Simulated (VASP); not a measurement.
Wanted: the native input for a VASP 6.6.1 run.

```yaml
Task: relaxation of cell and atoms
Functional: PBE
Potentials_or_basis: VASP PAW PBE potentials, release 64 (Se)
Cutoff: 600 eV
k_mesh: 12 × 12 × 6
Occupations: fermi-dirac, width 0.1 eV
Spin: no spin polarisation
Dipole_correction: no
Further_INCAR_settings: ALGO = Normal; EDIFF = 1e-06; IBRION = 2; EDIFFG = -0.01; NSW = 80; ISIF = 3
```

The structure of Se lies in POSCAR:

```
Se
1.0
    3.1360302227      0.0000000000      0.0000000000
   -1.5680151114      2.7158818399      0.0000000000
    0.0000000000      0.0000000000      5.1211373537
Se
2
Direct
    0.3333333333      0.6666666667      0.2500000000
    0.6666666667      0.3333333333      0.7500000000
```

This isn't the form of Se at room conditions, which is trigonal, of chains.

One way to write it, as run:

INCAR

```
ALGO = Normal ; EDIFF = 1E-6
EDIFFG = -0.01 ; ENCUT = 600
GGA = PE ; IBRION = 2
ISIF = 3 ; ISMEAR = -1
LASPH = True ; LCHARG = False
LREAL = False ; LWAVE = False
NELM = 60 ; NSW = 80
PREC = Accurate ; SIGMA = 0.1
```

KPOINTS

```
k-points
0
Gamma
  12 12 6
```

Potentials or basis: VASP PAW PBE potentials, release 64 (Se).

Command:

```sh
$ cat potpaw_PBE.64/Se/POTCAR > POTCAR
$ mpirun -np 1 vasp_std > vasp.out
```

Results of the run:

The relaxed volume is 22.36 Å³/atom. The relaxed cell is a = 3.663 Å, b = 3.663 Å, c = 3.849 Å, α = 90.00°, β = 90.00°, γ = 120.00° and the space group after relaxing (to 0.1 Å) is P6_3/mmc (No. 194). The pressure after relaxing is 0.0 GPa. The band gap on the k mesh is zero (bands 6 and 7 overlap by 2.42 eV).

Caveat: a cell axis changed by over 15 % at a fixed basis, so the end point is rough.

Wall time 13 min on 1 thread of Oxide Virtual Turin-like Processor (shared host), peak memory 0.19 GiB.
